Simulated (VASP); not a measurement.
Write the native input for VASP 6.6.1 that does the following.

```yaml
Task: single point
Functional: PBE
Potentials_or_basis: VASP PAW PBE potentials, release 64 (Si, Mo_sv)
Cutoff: 520 eV
k_mesh: 20 × 20 × 20
Occupations: fermi-dirac, width 0.05 eV
Spin: no spin polarisation
Dipole_correction: no
Further_INCAR_settings: ALGO = Normal; EDIFF = 1e-06; NBANDS = 18
```

The structure of Si2Mo lies in POSCAR:

```
Si2Mo
1.0
   -1.6000000000      1.6000000000      3.8518900000
    1.6000000000     -1.6000000000      3.8518900000
    1.6000000000      1.6000000000     -3.8518900000
Si Mo
2 1
Direct
    0.3346559980      0.3346559980      0.0000000000
    0.6653440020      0.6653440020      0.0000000000
    0.0000000000      0.0000000000      0.0000000000
```

This cell differs from its parent crystal: z stretched by -2 %, then relaxed in part.

These files were run (other wordings do the same):

INCAR

```
SYSTEM = Si2Mo
ALGO = Normal ; EDIFF = 1E-6
ENCUT = 520 ; GGA = PE
ISIF = 2 ; ISMEAR = -1
LASPH = .True. ; LCHARG = .True.
LELF = .True. ; LREAL = .False.
LVHAR = .True. ; LWAVE = .False.
NBANDS = 18 ; NELM = 80
PREC = Accurate ; SIGMA = 0.05
```

KPOINTS

```
k-points
0
Gamma
  20 20 20
  0 0 0
```

Potentials or basis: VASP PAW PBE potentials, release 64 (Si, Mo_sv).

The run is started by

```bash
$ cat potpaw_PBE.64/Si/POTCAR potpaw_PBE.64/Mo_sv/POTCAR > POTCAR
$ mpirun -np 1 vasp_std > vasp.out
```

It gave:

- Pressure: 7.7 GPa
- Largest force: 0.015 eV/Å
- Band gap on the k mesh: zero (bands 11 and 12 overlap by 1.00 eV)

Caveat: the cell differs from its parent crystal (z stretched by -2 %, then relaxed in part); the stress differs along the axes, from 5 to 13 GPa.

Run time: 17 min on 1 thread of Oxide Virtual Turin-like Processor, on a shared host, peak memory 0.5 GiB.
